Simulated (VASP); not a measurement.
# TiO2 (I4_1/amd) in VASP: a series of runs

The runs below take TiO2 through single point, with PBE+U.

Program: VASP 6.6.1. These are calculated values, not measurements. Logs are shortened: lines on timing, memory, paths and dates and some standing lists are left out, and cuts for length are marked.

### Step 1. The cell of the first run

It takes space group I4_1/amd (No. 141, tetragonal). Conventional cell: a = 3.820 Å, b = 3.820 Å, c = 9.759 Å, α = 90.00°, β = 90.00°, γ = 90.00°. Ti (site symmetry -4m2) has 6 O at 1.96 to 2.00 Å within 2.6 Å. Within 2.6 Å of O (site symmetry 2mm) lie 3 Ti at 1.96 to 2.00 Å and 2 O at 2.47 Å.

### Step 2. Single point, PBE+U

The input, INCAR:

```
SYSTEM = TiO2
  PREC = Accurate
  ENCUT = 600
  EDIFF = 1E-6
  ISMEAR = 0
  SIGMA = 0.1
  LREAL = .False.
  LASPH = .True.
  NELM = 200
  ALGO = Normal
  ISIF = 2
  LWAVE = .False.
  LCHARG = .True.
  LMAXMIX = 4
  LDAU = .True.
  LDAUTYPE = 2
  LDAUL = 2 -1
  LDAUU = 4 0
  LDAUJ = 0 0
  LDAUPRINT = 1
  GGA = PE
  LELF = .True.
  LVHAR = .True.
  NBANDS = 33
  GGA_COMPAT = .False.
```

The input, KPOINTS:

```
regular mesh
0
Gamma
  8 8 8
  0 0 0
```

The input, POSCAR:

```
TiO2
1.0
   -1.9100340775      1.9100340775      4.8794703107
    1.9100340775     -1.9100340775      4.8794703107
    1.9100340775      1.9100340775     -4.8794703107
Ti O
2 4
Direct
    0.0000000000      0.0000000000      0.0000000000
    0.7500000000      0.2500000000      0.5000000000
    0.2054210492      0.2054210492      0.0000000000
    0.9554210492      0.4554210492      0.5000000000
    0.5445789508      0.0445789508      0.5000000000
    0.7945789508      0.7945789508      0.0000000000
```

Potentials or basis: VASP PAW PBE potentials, release 64 (Ti_sv, O).

The run is started by

```
$ cat potpaw_PBE.64/Ti_sv/POTCAR potpaw_PBE.64/O/POTCAR > POTCAR
$ mpirun -np 1 vasp_std > vasp.out
```

OUTCAR:

```text
SYSTEM = TiO2
   PREC = Accurate
   ENCUT = 600
   EDIFF = 1E-6
   ISMEAR = 0
   LREAL = .False.
   LASPH = .True.
   NELM = 200
   ISIF = 2
   GGA = PE

 ion  position               nearest neighbor table
   1  0.000  0.000  0.000-   5 1.96   4 1.96   5 1.96   4 1.96   3 2.00   6 2.00
   2  0.750  0.250  0.500-   6 1.96   3 1.96   6 1.96   3 1.96   4 2.00   5 2.00
   3  0.205  0.205  0.000-   2 1.96   2 1.96   1 2.00
   4  0.955  0.455  0.500-   1 1.96   1 1.96   2 2.00
   5  0.545  0.045  0.500-   1 1.96   1 1.96   2 2.00
   6  0.795  0.795  0.000-   2 1.96   2 1.96   1 2.00

  LATTYP: Found a body centered tetragonal cell.
 ALAT       =     3.8200681550
 C/A-ratio  =     2.5546509186

  Lattice vectors:

 A1 = (  -1.9100340775,   1.9100340775,   4.8794703107)
 A2 = (   1.9100340775,  -1.9100340775,   4.8794703107)
 A3 = (   1.9100340775,   1.9100340775,  -4.8794703107)

Analysis of symmetry for initial positions (statically):
=====================================================================
 Subroutine PRICEL returns:
 Original cell was already a primitive cell.

 Routine SETGRP: Setting up the symmetry group for a
 body centered tetragonal supercell.

 Subroutine GETGRP returns: Found 16 space group operations
 (whereof  8 operations were pure point group operations)
 out of a pool of 16 trial point group operations.

The static configuration has the point symmetry D_2d.
 The point group associated with its full space group is D_4h.

Analysis of symmetry for dynamics (positions and initial velocities):
=====================================================================
 Subroutine PRICEL returns:
 Original cell was already a primitive cell.

 Routine SETGRP: Setting up the symmetry group for a
 body centered tetragonal supercell.

 Subroutine GETGRP returns: Found 16 space group operations
 (whereof  8 operations were pure point group operations)
 out of a pool of 16 trial point group operations.

The dynamic configuration has the point symmetry D_2d.
 The point group associated with its full space group is D_4h.

 Subroutine INISYM returns: Found 16 space group operations
 (whereof  8 operations are pure point group operations),
 and found     1 'primitive' translations

----------------------------------------------------------------------------------------

                                     Primitive cell

  volume of cell :      71.2057

  direct lattice vectors                    reciprocal lattice vectors
    -1.910034077  1.910034077  4.879470311     0.000000000  0.261775434  0.102470139
     1.910034077 -1.910034077  4.879470311     0.261775434  0.000000000  0.102470139
     1.910034077  1.910034077 -4.879470311     0.261775434  0.261775434  0.000000000

  length of vectors
     5.577247607  5.577247607  5.577247607     0.281116537  0.281116537  0.370206369

  position of ions in fractional coordinates (direct lattice)
     0.000000000  0.000000000  0.000000000
     0.750000000  0.250000000  0.500000000
     0.205421049  0.205421049  0.000000000
     0.955421049  0.455421049  0.500000000
     0.544578951  0.044578951  0.500000000
     0.794578951  0.794578951  0.000000000

  ion indices of the primitive-cell ions
   primitive index   ion index
                 1           1
                 2           2
                 3           3
                 4           4
                 5           5
                 6           6

[... 108 lines left out ...]
  energy-cutoff  :      600.00
  volume of cell :       71.21
 maximum number of plane-waves:      2392
 NGX is ok and might be reduce to    48
   NGX = 23   NGY = 23   NGZ = 23

atom =   1  type =  1  l = 2

 onsite density matrix

spin component  1

  0.1035 -0.0000  0.0000 -0.0000  0.0000
 -0.0000  0.0999  0.0000  0.0000 -0.0000
  0.0000  0.0000  0.2453 -0.0000  0.0000
 -0.0000  0.0000 -0.0000  0.0999  0.0000
  0.0000 -0.0000  0.0000  0.0000  0.2451

spin component  2

  0.1035 -0.0000  0.0000 -0.0000  0.0000
 -0.0000  0.0999  0.0000  0.0000 -0.0000
  0.0000  0.0000  0.2453 -0.0000  0.0000
 -0.0000  0.0000 -0.0000  0.0999  0.0000
  0.0000 -0.0000  0.0000  0.0000  0.2451

 occupancies and eigenvectors

  o =  0.0999  v =  0.0000  0.9938 -0.0000  0.1116  0.0000  0.0000  0.0000  0.0000  0.0000  0.0000      0.0000  0.0000  0.0000  0.0000  0.0000  0.0000  0.0000  0.0000  0.0000  0.0000
  o =  0.0999  v =  0.0000  0.0000  0.0000  0.0000  0.0000  0.0000  0.9938 -0.0000  0.1116  0.0000      0.0000  0.0000  0.0000  0.0000  0.0000  0.0000  0.0000  0.0000  0.0000  0.0000
  o =  0.0999  v =  0.0000  0.1116 -0.0000 -0.9938  0.0000  0.0000  0.0000  0.0000  0.0000  0.0000      0.0000  0.0000  0.0000  0.0000  0.0000  0.0000  0.0000  0.0000  0.0000  0.0000
  o =  0.0999  v =  0.0000  0.0000  0.0000  0.0000  0.0000  0.0000  0.1116 -0.0000 -0.9938  0.0000      0.0000  0.0000  0.0000  0.0000  0.0000  0.0000  0.0000  0.0000  0.0000  0.0000
  o =  0.1035  v =  0.0000  0.0000  0.0000  0.0000  0.0000  1.0000  0.0000  0.0000  0.0000  0.0000      0.0000  0.0000  0.0000  0.0000  0.0000  0.0000  0.0000  0.0000  0.0000  0.0000
  o =  0.1035  v =  1.0000  0.0000  0.0000  0.0000  0.0000  0.0000  0.0000  0.0000  0.0000  0.0000      0.0000  0.0000  0.0000  0.0000  0.0000  0.0000  0.0000  0.0000  0.0000  0.0000
  o =  0.2451  v =  0.0000  0.0000  0.0000  0.0000  0.0000  0.0000 -0.0000 -0.0000  0.0000  1.0000      0.0000  0.0000  0.0000  0.0000  0.0000  0.0000  0.0000  0.0000  0.0000  0.0000
  o =  0.2451  v =  0.0000 -0.0000 -0.0000  0.0000  1.0000  0.0000  0.0000  0.0000  0.0000  0.0000      0.0000  0.0000  0.0000  0.0000  0.0000  0.0000  0.0000  0.0000  0.0000  0.0000
  o =  0.2453  v =  0.0000 -0.0000 -1.0000 -0.0000 -0.0000  0.0000  0.0000  0.0000  0.0000  0.0000      0.0000  0.0000  0.0000  0.0000  0.0000  0.0000  0.0000  0.0000  0.0000  0.0000
  o =  0.2453  v =  0.0000  0.0000  0.0000  0.0000  0.0000  0.0000 -0.0000 -1.0000 -0.0000 -0.0000      0.0000  0.0000  0.0000  0.0000  0.0000  0.0000  0.0000  0.0000  0.0000  0.0000

atom =   2  type =  1  l = 2

 onsite density matrix

spin component  1

  0.1035 -0.0000  0.0000 -0.0000  0.0000
 -0.0000  0.0999 -0.0000  0.0000 -0.0000
  0.0000 -0.0000  0.2453 -0.0000  0.0000
 -0.0000  0.0000 -0.0000  0.0999  0.0000
  0.0000 -0.0000  0.0000  0.0000  0.2451

spin component  2

  0.1035 -0.0000  0.0000 -0.0000  0.0000
 -0.0000  0.0999 -0.0000  0.0000 -0.0000
  0.0000 -0.0000  0.2453 -0.0000  0.0000
 -0.0000  0.0000 -0.0000  0.0999  0.0000
  0.0000 -0.0000  0.0000  0.0000  0.2451

 occupancies and eigenvectors

  o =  0.0999  v =  0.0000  0.9999  0.0000 -0.0166 -0.0000  0.0000  0.0000  0.0000  0.0000  0.0000      0.0000  0.0000  0.0000  0.0000  0.0000  0.0000  0.0000  0.0000  0.0000  0.0000
  o =  0.0999  v =  0.0000  0.0000  0.0000  0.0000  0.0000  0.0000  0.9999  0.0000 -0.0166 -0.0000      0.0000  0.0000  0.0000  0.0000  0.0000  0.0000  0.0000  0.0000  0.0000  0.0000
  o =  0.0999  v =  0.0000  0.0166 -0.0000  0.9999  0.0000  0.0000  0.0000  0.0000  0.0000  0.0000      0.0000  0.0000  0.0000  0.0000  0.0000  0.0000  0.0000  0.0000  0.0000  0.0000
  o =  0.0999  v =  0.0000  0.0000  0.0000  0.0000  0.0000  0.0000  0.0166 -0.0000  0.9999  0.0000      0.0000  0.0000  0.0000  0.0000  0.0000  0.0000  0.0000  0.0000  0.0000  0.0000
  o =  0.1035  v =  1.0000  0.0000  0.0000  0.0000  0.0000  0.0000  0.0000  0.0000  0.0000  0.0000      0.0000  0.0000  0.0000  0.0000  0.0000  0.0000  0.0000  0.0000  0.0000  0.0000
  o =  0.1035  v =  0.0000  0.0000  0.0000  0.0000  0.0000  1.0000  0.0000  0.0000  0.0000  0.0000      0.0000  0.0000  0.0000  0.0000  0.0000  0.0000  0.0000  0.0000  0.0000  0.0000
  o =  0.2451  v =  0.0000  0.0000  0.0000  0.0000  0.0000  0.0000  0.0000 -0.0000 -0.0000  1.0000      0.0000  0.0000  0.0000  0.0000  0.0000  0.0000  0.0000  0.0000  0.0000  0.0000
  o =  0.2451  v =  0.0000  0.0000 -0.0000 -0.0000  1.0000  0.0000  0.0000  0.0000  0.0000  0.0000      0.0000  0.0000  0.0000  0.0000  0.0000  0.0000  0.0000  0.0000  0.0000  0.0000
  o =  0.2453  v =  0.0000  0.0000  0.0000  0.0000  0.0000  0.0000  0.0000 -1.0000 -0.0000 -0.0000      0.0000  0.0000  0.0000  0.0000  0.0000  0.0000  0.0000  0.0000  0.0000  0.0000
  o =  0.2453  v =  0.0000  0.0000 -1.0000 -0.0000 -0.0000  0.0000  0.0000  0.0000  0.0000  0.0000      0.0000  0.0000  0.0000  0.0000  0.0000  0.0000  0.0000  0.0000  0.0000  0.0000

 number of electron      47.9999998 magnetization

 Free energy of the ion-electron system (eV)
  ---------------------------------------------------
  ext. energy  EPLUGINS =         0.00000000
  ---------------------------------------------------
  free energy    TOTEN  =       -48.50964816 eV

  energy without entropy =      -48.50964816  energy(sigma->0) =      -48.50964816

 E-fermi :   3.6510     XC(G=0): -10.5174

 val. band max:        3.1994139793   @ k =  -0.3750   0.3750   0.0000
 cond. band min:       5.8815403756   @ k =   0.0000   0.0000   0.0000
 fundamental gap:      2.6821263964
 Fermi energy:         3.6510332498

 k-point     1 :       0.0000    0.0000    0.0000
  band No.  band energies     occupation
      1     -54.2921      2.00000
      2     -54.2472      2.00000
      3     -30.6432      2.00000
      4     -30.4463      2.00000
      5     -30.4463      2.00000
      6     -30.3917      2.00000
[... 853 lines left out ...]
     32       9.5625      0.00000
     33      10.0670      0.00000

 [... further k-points ...]

------------------------ aborting loop because EDIFF is reached ----------------------------------------

  FORCE on cell =-STRESS in cart. coord.  units (eV):
  Direction    XX          YY          ZZ          XY          YZ          ZX
  --------------------------------------------------------------------------------------
  -------------------------------------------------------------------------------------
  Total        1.8870523      1.8870523      1.6507133      0.0000000      0.0000000      0.0000000
  in kB       42.4599640     42.4599640     37.1421756      0.0000000      0.0000000      0.0000000
  external PRESSURE =      40.6873679 kB  Pullay stress =       0.0000000 kB

 VOLUME and BASIS-vectors are now :
 -----------------------------------------------------------------------------
  energy-cutoff  :      600.00
  volume of cell :       71.21
      direct lattice vectors                 reciprocal lattice vectors
    -1.910034077  1.910034077  4.879470311     0.000000000  0.261775434  0.102470139
     1.910034077 -1.910034077  4.879470311     0.261775434  0.000000000  0.102470139
     1.910034077  1.910034077 -4.879470311     0.261775434  0.261775434  0.000000000

 POSITION                                       TOTAL-FORCE (eV/Angst)
 -----------------------------------------------------------------------------------
      0.00000      0.00000      0.00000        -0.000000     -0.000000      0.000000
     -0.00000      1.91003      2.43974        -0.000000     -0.000000      0.000000
      0.00000      0.00000      2.00469         0.000000     -0.000000      0.161179
     -0.00000      1.91003      4.44443        -0.000000      0.000000      0.161179
      0.00000      1.91003      0.43504        -0.000000      0.000000     -0.161179
      0.00000      0.00000      7.75425         0.000000     -0.000000     -0.161179
 -----------------------------------------------------------------------------------
    total drift:                               -0.000000     -0.000000     -0.000000

  FREE ENERGIE OF THE ION-ELECTRON SYSTEM (eV)
  ---------------------------------------------------
  free  energy   TOTEN  =       -48.5096481621 eV

  energy  without entropy=      -48.5096481621  energy(sigma->0) =      -48.50964816
```

Run time: 7.5 min. Hardware: 1 thread of Oxide Virtual Turin-like, shared host; peak memory 0.36 GiB.

What came out:

| Quantity | Value |
| --- | --- |
| Free energy | -48.5096 eV |
| Pressure | 4.1 GPa |
| Largest force | 0.161 eV/Å |
| Band gap on the k mesh | 2.68 eV (least direct gap 2.95 eV) |

Forces in eV/Å, atoms in the order of the input:
```
Ti   0.000  0.000  0.000
Ti   0.000  0.000  0.000
O    0.000  0.000  0.161
O    0.000  0.000  0.161
O    0.000  0.000 -0.161
O    0.000  0.000 -0.161
```

Stress tensor (GPa, compression positive):
```
4.25 0.00 0.00
0.00 4.25 0.00
0.00 0.00 3.71
```

Levels at points of the mesh, in eV from the valence-band top:
| k point | band 20 | band 21 | band 22 | band 23 | band 24 | band 25 | band 26 | band 27 | band 28 | band 29 |
| --- | --- | --- | --- | --- | --- | --- | --- | --- | --- | --- |
| (0.00, 0.00, 0.00) | -0.78 | -0.74 | -0.74 | -0.36 | -0.36 | 2.68 | 3.36 | 4.41 | 4.41 | 4.45 |
| (0.50, 0.00, 0.00) | -1.88 | -1.71 | -0.86 | -0.81 | -0.65 | 3.70 | 3.88 | 3.98 | 4.01 | 4.63 |
| (0.50, 0.50, 0.00) | -2.44 | -1.88 | -1.88 | -0.04 | -0.04 | 3.72 | 3.72 | 4.13 | 4.13 | 5.20 |
| (0.50, 0.50, 0.50) | -1.38 | -1.21 | -1.21 | -0.08 | -0.08 | 3.01 | 3.01 | 4.23 | 4.23 | 4.65 |

Eigenvalues of the final occupation matrices:
```
    site  spin  trace               eigenvalues
site 1 d     1   0.79  0.10 0.10 0.10 0.25 0.25
site 1 d     2   0.79  0.10 0.10 0.10 0.25 0.25
site 2 d     1   0.79  0.10 0.10 0.10 0.25 0.25
site 2 d     2   0.79  0.10 0.10 0.10 0.25 0.25
```

Caveat: the cell stands under pressure. A k mesh can miss the band edges.

(Continued in part 2 of 2.)
